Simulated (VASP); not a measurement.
# TiMoSe4 (P6/mmm) in VASP: further runs

Runs on TiMoSe4. Level: PBE. Tasks: single point, relaxation of cell and atoms.

Everything below comes from runs of VASP 6.6.1. Logs are shortened: lines on timing, memory, paths and dates and some standing lists are left out, and cuts for length are marked.

### 1 The cell of the first run

Symmetry: P6/mmm, No. 191, hexagonal system. The conventional cell has a = 4.612 Å, b = 4.612 Å, c = 6.046 Å, α = 90.00°, β = 90.00°, γ = 120.00°. Ti (site symmetry 6/mmm) has 2 Mo at 3.02 Å and 12 Se at 3.08 Å within 4.0 Å. Within 4.0 Å of Mo (site symmetry 6/mmm) lie 2 Ti at 3.02 Å and 12 Se at 3.05 Å. Within 3.5 Å of Se (site symmetry 3m) lie 5 Se at 2.66 to 3.09 Å and 3 Mo at 3.05 Å and 3 Ti at 3.08 Å.

The cell was built from a structure type or drawn by symmetry, and may not be a known phase.

### 2 Single point, PBE, collinear spin

INCAR reads:

```
SYSTEM = TiMoSe4
PREC     = Accurate       ! precision mode
ENCUT    = 520            ! plane-wave cutoff, eV
EDIFF    = 1E-7           ! SCF threshold, eV
ISMEAR   = 0              ! smearing method
SIGMA    = 0.15           ! smearing width, eV
LREAL    = .False.        ! projectors in reciprocal space
LASPH    = .True.         ! aspherical terms in the spheres
NELM     = 150            ! most SCF steps
ALGO     = Normal         ! electronic algorithm
ISIF     = 2              ! what is computed and relaxed
LWAVE    = .False.        ! write WAVECAR
LCHARG   = .False.        ! write CHGCAR
ISPIN    = 2              ! spin polarisation
MAGMOM   = 1 1 0 0 0 0    ! initial moments
LORBIT   = 11             ! projections on sites
LMAXMIX  = 4              ! l up to which the mixer works
GGA      = PE             ! functional
NBANDS   = 38             ! bands
```

KPOINTS reads:

```
regular mesh
0
Gamma
  3 3 2
  0 0 0
```

POSCAR reads:

```
TiMoSe4
1.0
    4.6123962255      0.0000000000      0.0000000000
   -2.3061981127      3.9944523036      0.0000000000
    0.0000000000      0.0000000000      6.0463002696
Ti Mo Se
1 1 4
Direct
    0.0000000000      0.0000000000      0.0000000000
    0.0000000000      0.0000000000      0.5000000000
    0.3333333333      0.6666666667      0.2557115700
    0.3333333333      0.6666666667      0.7442884300
    0.6666666667      0.3333333333      0.7442884300
    0.6666666667      0.3333333333      0.2557115700
```

Potentials or basis: VASP PAW PBE potentials, release 64 (Ti_sv, Mo_sv, Se).

Launch:

```
$ cat potpaw_PBE.64/Ti_sv/POTCAR potpaw_PBE.64/Mo_sv/POTCAR potpaw_PBE.64/Se/POTCAR > POTCAR
$ mpirun -np 1 vasp_std > vasp.out
```

OUTCAR:

```text
SYSTEM = TiMoSe4
   PREC = Accurate
   ENCUT = 520
   EDIFF = 1E-7
   ISMEAR = 0
   LREAL = .False.
   LASPH = .True.
   NELM = 150
   ISIF = 2
   ISPIN = 2
   LORBIT = 11
   GGA = PE

 ion  position               nearest neighbor table
   1  0.000  0.000  0.000-   2 3.02   2 3.02
   2  0.000  0.000  0.500-   1 3.02   1 3.02   4 3.05   5 3.05   6 3.05   3 3.05   3 3.05   4 3.05
                             5 3.05   6 3.05   5 3.05   6 3.05   3 3.05   4 3.05
   3  0.333  0.667  0.256-   6 2.66   6 2.66   6 2.66   2 3.05   2 3.05   2 3.05
   4  0.333  0.667  0.744-   5 2.66   5 2.66   5 2.66   2 3.05   2 3.05   2 3.05
   5  0.667  0.333  0.744-   4 2.66   4 2.66   4 2.66   2 3.05   2 3.05   2 3.05
   6  0.667  0.333  0.256-   3 2.66   3 2.66   3 2.66   2 3.05   2 3.05   2 3.05

  LATTYP: Found a hexagonal cell.
 ALAT       =     4.6123962255
 C/A-ratio  =     1.3108804999

  Lattice vectors:

 A1 = (   4.6123962255,   0.0000000000,   0.0000000000)
 A2 = (  -2.3061981127,   3.9944523036,   0.0000000000)
 A3 = (   0.0000000000,   0.0000000000,   6.0463002696)

Analysis of symmetry for initial positions (statically):
=====================================================================
 Subroutine PRICEL returns:
 Original cell was already a primitive cell.

 Routine SETGRP: Setting up the symmetry group for a
 hexagonal supercell.

 Subroutine GETGRP returns: Found 24 space group operations
 (whereof 24 operations were pure point group operations)
 out of a pool of 24 trial point group operations.

The static configuration has the point symmetry D_6h.

Analysis of symmetry for dynamics (positions and initial velocities):
=====================================================================
 Subroutine PRICEL returns:
 Original cell was already a primitive cell.

 Routine SETGRP: Setting up the symmetry group for a
 hexagonal supercell.

 Subroutine GETGRP returns: Found 24 space group operations
 (whereof 24 operations were pure point group operations)
 out of a pool of 24 trial point group operations.

The dynamic configuration has the point symmetry D_6h.

Analysis of structural, dynamic, and magnetic symmetry:
=====================================================================
 Subroutine PRICEL returns:
 Original cell was already a primitive cell.

 Routine SETGRP: Setting up the symmetry group for a
 hexagonal supercell.

 Subroutine GETGRP returns: Found 24 space group operations
 (whereof 24 operations were pure point group operations)
 out of a pool of 24 trial point group operations.

The overall configuration has the point symmetry D_6h.

 Subroutine INISYM returns: Found 24 space group operations
 (whereof 24 operations are pure point group operations),
 and found     1 'primitive' translations

----------------------------------------------------------------------------------------

                                     Primitive cell

  volume of cell :     111.3970

  direct lattice vectors                    reciprocal lattice vectors
     4.612396226  0.000000000  0.000000000     0.216807046  0.125173606  0.000000000
    -2.306198113  3.994452304  0.000000000     0.000000000  0.250347213  0.000000000
     0.000000000  0.000000000  6.046300270     0.000000000  0.000000000  0.165390397

  length of vectors
     4.612396226  4.612396225  6.046300270     0.250347213  0.250347213  0.165390397

  position of ions in fractional coordinates (direct lattice)
     0.000000000  0.000000000  0.000000000
     0.000000000  0.000000000  0.500000000
     0.333333333  0.666666667  0.255711570
     0.333333333  0.666666667  0.744288430
     0.666666667  0.333333333  0.744288430
     0.666666667  0.333333333  0.255711570

  ion indices of the primitive-cell ions
   primitive index   ion index
                 1           1
                 2           2
                 3           3
                 4           4
                 5           5
                 6           6

----------------------------------------------------------------------------------------

 KPOINTS: regular mesh

Automatic generation of k-mesh.
 Grid dimensions read from file:
 generate k-points for:    3    3    2

 Generating k-lattice:

  Cartesian coordinates                     Fractional coordinates (reciprocal lattice)
     0.072269015  0.041724535  0.000000000     0.333333333  0.000000000  0.000000000
     0.000000000  0.083449071  0.000000000     0.000000000  0.333333333  0.000000000
     0.000000000  0.000000000  0.082695198     0.000000000  0.000000000  0.500000000

  Length of vectors
     0.083449071  0.083449071  0.082695198

  Shift w.r.t. Gamma in fractional coordinates (k-lattice)
     0.000000000  0.000000000  0.000000000

 Subroutine IBZKPT returns following result:
 ===========================================

 Found      6 irreducible k-points:

 Following reciprocal coordinates:
            Coordinates               Weight
  0.000000  0.000000  0.000000      1.000000
  0.333333  0.000000  0.000000      6.000000
  0.333333  0.333333  0.000000      2.000000
  0.000000  0.000000  0.500000      1.000000
  0.333333  0.000000  0.500000      6.000000
  0.333333  0.333333  0.500000      2.000000
   k-points           NKPTS =      6   k-points in BZ     NKDIM =      6   number of bands    NBANDS=     38
   number of dos      NEDOS =    301   number of ions     NIONS =      6
   total plane-waves  NPLWV =  62208
   dimension x,y,z NGX =    36 NGY =   36 NGZ =   48
   dimension x,y,z NGXF=    72 NGYF=   72 NGZF=   96
   ions per type =               1   1   4
   NGX,Y,Z   is equivalent  to a cutoff of  12.98, 12.98, 13.20 a.u.
   NGXF,Y,Z  is equivalent  to a cutoff of  25.95, 25.95, 26.40 a.u.
 SYSTEM =  TiMoSe4
   PREC   = accura    normal or accurate (medium, high low for compatibility)
   ISTART =      0    job   : 0-new  1-cont  2-samecut
   ICHARG =      2    charge: 1-file 2-atom 10-const
   ISPIN  =      2    spin polarized calculation?
   LNONCOLLINEAR =      F non collinear calculations
   LSORBIT =      F    spin-orbit coupling
   LASPH  =      T    aspherical Exc in radial PAW
   ENCUT  =  520.0 eV  38.22 Ry    6.18 a.u.   8.58  8.58 11.24*2*pi/ulx,y,z
   NELM   =    150;   NELMIN=  2; NELMDL= -5     # of ELM steps
   EDIFF  = 0.1E-06   stopping-criterion for ELM
   LREAL  =      F    real-space projection
   EDIFFG = 0.1E-05   stopping-criterion for IOM
   NSW    =      0    number of steps for IOM
   IBRION =     -1    ionic relax: 0-MD 1-quasi-New 2-CG
   NFREE  =      0    steps in history (QN), initial steepest desc. (CG)
   ISIF   =      2    stress and relaxation
   ISYM   =      2    0-nonsym 1-usesym 2-fastsym
   POTIM  = 0.5000    time-step for ionic-motion
   TEBEG  =    0.0;   TEEND  =   0.0 temperature during run
   PSTRESS=    0.0 pullay stress
   NELECT =      50.0000    total number of electrons
   NUPDOWN=      -1.0000    fix difference up-down
   EMIN   =  10.00;   EMAX   =-10.00  energy-range for DOS
   EFERMI =   0.00;   METHOD = LEGACY
   ISMEAR =     0;   SIGMA  =   0.15  broadening in eV -4-tet -1-fermi 0-gaus
   EFERMI_NEDOS =   21; number of points for ismear=-14 and -15
   IALGO  =     38    algorithm
   IMIX   =      4    mixing-type and parameters
     AMIX     =   0.40;   BMIX     =  1.00
     AMIX_MAG =   1.60;   BMIX_MAG =  1.00
  volume/ion in A,a.u.               =      18.57       125.29
  Fermi-wavevector in a.u.,A,eV,Ry     =   1.253450  2.368677 21.376612  1.571137
  Thomas-Fermi vector in A             =   2.387302
   LORBIT       =     11    0 simple, 1 ext, 2 COOP (PROOUT), +10 PAW based schemes
   GGA     = PE    functional components
   LHFCALC =     F    Hartree Fock is set to
   AEXX    =    0.0000 exact exchange contribution
   IVDW    =     0    specifies the selected vdW correction
   LEPSILON=     F    determine dielectric tensor
   LRPA    =     F    only Hartree local field effects (RPA)
 spin polarized calculation
 Gauss-broadening in eV      SIGMA  =   0.15
  energy-cutoff  :      520.00
  volume of cell :      111.40
 maximum number of plane-waves:      3010
 NGX is ok and might be reduce to    36
   NGX = 17   NGY = 17   NGZ = 23

 number of electron      49.9999998 magnetization       0.3783436

 Free energy of the ion-electron system (eV)
  ---------------------------------------------------
  ext. energy  EPLUGINS =         0.00000000
  ---------------------------------------------------
  free energy    TOTEN  =       -30.05350931 eV

  energy without entropy =      -29.98462211  energy(sigma->0) =      -30.01906571

 E-fermi :   7.9303     XC(G=0): -11.2275

 val. band max:        7.9057763985   @ k =   0.0000   0.0000   0.5000
 cond. band min:       7.9345090518   @ k =   0.3333   0.3333   0.0000
 fundamental gap:      0.0287326533
 Fermi energy:         7.9303413165

 spin component 1

 k-point     1 :       0.0000    0.0000    0.0000
  band No.  band energies     occupation
      1     -53.5823      1.00000
      2     -49.9444      1.00000
      3     -27.7727      1.00000
      4     -27.7727      1.00000
      5     -27.4484      1.00000
      6     -26.2157      1.00000
[... 29 lines left out ...]
     36      12.0226      0.00000
     37      14.0808      0.00000

 k-point     2 :       0.3333    0.0000    0.0000
  band No.  band energies     occupation
      1     -53.5822      1.00000
      2     -49.9443      1.00000
      3     -27.7773      1.00000
      4     -27.7738      1.00000
      5     -27.4475      1.00000
      6     -26.2188      1.00000
[... 152 lines left out ...]
 k-point     6 :       0.3333    0.3333    0.5000
  band No.  band energies     occupation
      1     -53.5821      1.00000
      2     -49.9444      1.00000
      3     -27.7768      1.00000
      4     -27.7768      1.00000
      5     -27.4322      1.00000
      6     -26.2188      1.00000
[... 29 lines left out ...]
     36      10.6981      0.00000
     37      13.6908      0.00000
 Fermi energy:         7.9303413165

 spin component 2

 k-point     1 :       0.0000    0.0000    0.0000
  band No.  band energies     occupation
      1     -53.3066      1.00000
      2     -49.9180      1.00000
      3     -27.4159      1.00000
      4     -27.4159      1.00000
      5     -27.2539      1.00000
      6     -26.1948      1.00000
[... 29 lines left out ...]
     36      12.0475      0.00000
     37      14.1359      0.00000

 k-point     2 :       0.3333    0.0000    0.0000
  band No.  band energies     occupation
      1     -53.3065      1.00000
      2     -49.9179      1.00000
      3     -27.4206      1.00000
      4     -27.4170      1.00000
      5     -27.2529      1.00000
      6     -26.1978      1.00000
[... 152 lines left out ...]
 k-point     6 :       0.3333    0.3333    0.5000
  band No.  band energies     occupation
      1     -53.3064      1.00000
      2     -49.9180      1.00000
      3     -27.4200      1.00000
      4     -27.4200      1.00000
      5     -27.2352      1.00000
      6     -26.1979      1.00000
[... 29 lines left out ...]
     36      10.6671      0.00000
     37      13.7077      0.00000
 [bands above 37 left out]

------------------------ aborting loop because EDIFF is reached ----------------------------------------

  FORCE on cell =-STRESS in cart. coord.  units (eV):
  Direction    XX          YY          ZZ          XY          YZ          ZX
  --------------------------------------------------------------------------------------
  -------------------------------------------------------------------------------------
  Total        0.0011360      0.0011360     -0.0110470      0.0000000      0.0000000     -0.0000000
  in kB        0.0163389      0.0163389     -0.1588843      0.0000000      0.0000000     -0.0000000
  external PRESSURE =      -0.0420688 kB  Pullay stress =       0.0000000 kB

 VOLUME and BASIS-vectors are now :
 -----------------------------------------------------------------------------
  energy-cutoff  :      520.00
  volume of cell :      111.40
      direct lattice vectors                 reciprocal lattice vectors
     4.612396226  0.000000000  0.000000000     0.216807046  0.125173606  0.000000000
    -2.306198113  3.994452304  0.000000000     0.000000000  0.250347213  0.000000000
     0.000000000  0.000000000  6.046300270     0.000000000  0.000000000  0.165390397

 POSITION                                       TOTAL-FORCE (eV/Angst)
 -----------------------------------------------------------------------------------
      0.00000      0.00000      0.00000         0.000000      0.000000      0.000000
      0.00000      0.00000      3.02315         0.000000      0.000000      0.000000
     -0.00000      2.66297      1.54611        -0.000000      0.000000     -0.001266
     -0.00000      2.66297      4.50019         0.000000      0.000000      0.001266
      2.30620      1.33148      4.50019         0.000000      0.000000      0.001266
      2.30620      1.33148      1.54611        -0.000000      0.000000     -0.001266
 -----------------------------------------------------------------------------------
    total drift:                                0.000000     -0.000000      0.000000

  FREE ENERGIE OF THE ION-ELECTRON SYSTEM (eV)
  ---------------------------------------------------
  free  energy   TOTEN  =       -30.0535093071 eV

  energy  without entropy=      -29.9846221122  energy(sigma->0) =      -30.01906571

 total charge

# of ion       s       p       d       tot
------------------------------------------
    1        2.128   6.041   1.850  10.019
    2        2.200   6.056   3.830  12.086
    3        1.533   2.147   0.087   3.767
    4        1.533   2.147   0.087   3.767
    5        1.533   2.147   0.087   3.767
    6        1.533   2.147   0.087   3.767
--------------------------------------------------
tot         10.461  20.685   6.028  37.174

 magnetization (x)

# of ion       s       p       d       tot
------------------------------------------
    1       -0.000  -0.000   0.025   0.025
    2        0.004   0.003   0.404   0.411
    3        0.002  -0.021  -0.000  -0.019
    4        0.002  -0.021  -0.000  -0.019
    5        0.002  -0.021  -0.000  -0.019
    6        0.002  -0.021  -0.000  -0.019
--------------------------------------------------
tot          0.011  -0.079   0.428   0.360
```

Run time: 3.1 min. Hardware: 1 thread of Intel Xeon 8259CL, shared host; peak memory 0.3 GiB.

What came out:

* Free energy: -30.0535 eV
* Pressure: 0.0 GPa
* Net moment: 0.38 μB per cell
* Site moments: Ti +0.03; Mo +0.41; Se -0.02 μB
* Valence electrons inside the program's atomic spheres: Ti 10.02; Mo 12.09; Se 3.77

Caveat: the k points lie up to 0.52 Å⁻¹ apart.

### 3 Relaxation of cell and atoms, PBE, collinear spin

This run uses another cell than the first one, of 28.29 Å³/atom.

Edit INCAR of step 2 so:

```diff
@@ -2,4 +2,4 @@
 PREC     = Accurate       ! precision mode
-ENCUT    = 520            ! plane-wave cutoff, eV
-EDIFF    = 1E-7           ! SCF threshold, eV
+ENCUT    = 600            ! plane-wave cutoff, eV
+EDIFF    = 1E-6           ! SCF threshold, eV
 ISMEAR   = 0              ! smearing method
@@ -10,3 +10,3 @@
 ALGO     = Normal         ! electronic algorithm
-ISIF     = 2              ! what is computed and relaxed
+ISIF     = 3              ! what is computed and relaxed
 LWAVE    = .False.        ! write WAVECAR
@@ -18,2 +18,4 @@
 GGA      = PE             ! functional
-NBANDS   = 38             ! bands
+IBRION   = 2              ! ionic algorithm
+NSW      = 36             ! ionic steps
+EDIFFG   = -0.08          ! ionic threshold
```

KPOINTS reads:

```
regular mesh
0
Gamma
  2 2 3
  0 0 0
```

POSCAR reads:

```
TiMoSe4
1.0
    6.3465194800      0.0000000000      0.0000000000
   -3.1732597400      5.4962471000      0.0000000000
    0.0000000000      0.0000000000      4.8665540600
Ti Mo Se
1 1 4
Direct
    0.0000000000      0.0000000000      0.5000000000
    0.0000000000      0.0000000000      0.0000000000
    0.3333333300      0.6666666700      0.0000000000
    0.6666666700      0.3333333300      0.0000000000
    0.3333333300      0.6666666700      0.5000000000
    0.6666666700      0.3333333300      0.5000000000
```

Potentials or basis: VASP PAW PBE potentials, release 64 (Ti_sv, Mo_sv, Se).

Launch:

```
$ cat potpaw_PBE.64/Ti_sv/POTCAR potpaw_PBE.64/Mo_sv/POTCAR potpaw_PBE.64/Se/POTCAR > POTCAR
$ mpirun -np 1 vasp_std > vasp.out
```

Wall time 12 min (1 thread of Intel Xeon 6975P-C (Granite Rapids), shared host); peak memory 0.46 GiB.

Results (log left out):

```
Free energy                                           : -31.1466 eV
Relaxed volume                                        : 18.75 Å³/atom
Relaxed cell                                          : a = 4.917 Å, b = 4.917 Å, c = 5.374 Å, α = 90.00°, β = 90.00°, γ = 120.00°
Space group after relaxing (to 0.1 Å)                 : P6/mmm (No. 191)
Energy gained by relaxing                             : 699.9 meV/atom
Ionic steps                                           : 11
Pressure after relaxing                               : 0.1 GPa
Band gap on the k mesh                                : zero (filled and empty bands overlap)
Net moment                                            : 0.01 μB per cell
Valence electrons inside the program's atomic spheres : Ti 10.17; Mo 12.29; Se 3.77, 3.78 (each value once)
```

Step by step:
```tsv
step	energy change (eV)	largest force (eV/Å)	pressure (GPa)	volume (Å³)
1	0.0000	0.0000	-4.59	169.76
2	-2.0725	0.0000	-10.12	149.29
3	-3.3550	0.0000	-9.48	132.71
4	-1.7368	0.0000	27.66	99.35
5	-3.9161	0.0000	-7.43	123.75
6	-3.9940	0.0000	-4.02	118.85
7	-3.9961	0.0000	-5.51	120.73
8	-3.8383	0.0000	11.17	102.87
9	-4.1467	0.0000	0.09	112.92
10	-4.1768	0.0000	0.36	112.19
11	-4.1992	0.0000	0.14	112.50
```

Final structure:
```
CELL_PARAMETERS angstrom
4.91653 0.00000 0.00000
-2.45827 4.25784 0.00000
0.00000 0.00000 5.37387
ATOMIC_POSITIONS crystal
Ti 0.00000 0.00000 0.50000
Mo 0.00000 0.00000 0.00000
Se 0.33333 0.66667 0.00000
Se 0.66667 0.33333 0.00000
Se 0.33333 0.66667 0.50000
Se 0.66667 0.33333 0.50000
```

Levels at points of the mesh, in eV from the Fermi level:
Spin up:
```csv
k point,band 23,band 24,band 25,band 26,band 27,band 28
"(0.00, 0.00, 0.00)",-1.50,-0.11,-0.11,1.77,1.93,1.93
"(0.50, 0.00, 0.00)",-0.86,-0.51,-0.03,0.48,1.18,1.75
```
Spin down:
```
           k point  band 23  band 24  band 25  band 26  band 27  band 28
(0.00, 0.00, 0.00)    -1.50    -0.11    -0.11     1.78     1.93     1.93
(0.50, 0.00, 0.00)    -0.86    -0.50    -0.02     0.48     1.18     1.76
```

Caveat: the k points lie up to 0.74 Å⁻¹ apart in the final cell; the volume moved by over 15 % at a fixed basis, so the end points are rough.
